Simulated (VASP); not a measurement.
PbS (zincblende type), 2 atoms in the cell. The structure is cubic, space group F-43m (No. 216). Conventional cell: a = 5.245 Å, b = 5.245 Å, c = 5.245 Å, α = 90.00°, β = 90.00°, γ = 90.00°. Within 3.0 Å of Pb (site symmetry -43m) lie 4 S at 2.27 Å. Within 3.0 Å of S (site symmetry -43m) lie 4 Pb at 2.27 Å. 

- Program: VASP 6.6.1
- Task: relaxation of cell and atoms
- Functional: PBE
- Potentials or basis: VASP PAW PBE potentials, release 64 (Pb_d, S)
- Cutoff: 600 eV
- k mesh: 13 × 13 × 13
- Occupations: fermi-dirac, width 0.05 eV
- Spin: no spin polarisation
- Target pressure: 68 GPa
- Dipole correction: no
- Further INCAR settings: ALGO = Normal; EDIFF = 1e-07; IBRION = 2; EDIFFG = -0.005; NSW = 60; ISIF = 3

Potentials or basis: VASP PAW PBE potentials, release 64 (Pb_d, S).

The run is started by

```console
$ cat potpaw_PBE.64/Pb_d/POTCAR potpaw_PBE.64/S/POTCAR > POTCAR
$ mpirun -np 1 vasp_std > vasp.out
```

Hardware: 1 thread of Intel(R) Xeon(R) Platinum 8559C (Emerald Rapids), on a shared host.

Task: Estimate the wall time of this run.

Result: Wall time 3.7 min on 1 thread of Intel(R) Xeon(R) Platinum 8559C (Emerald Rapids), with other jobs on the host, peak memory 0.22 GiB. Counts: scf iterations 112, k points 84, ion steps 17.
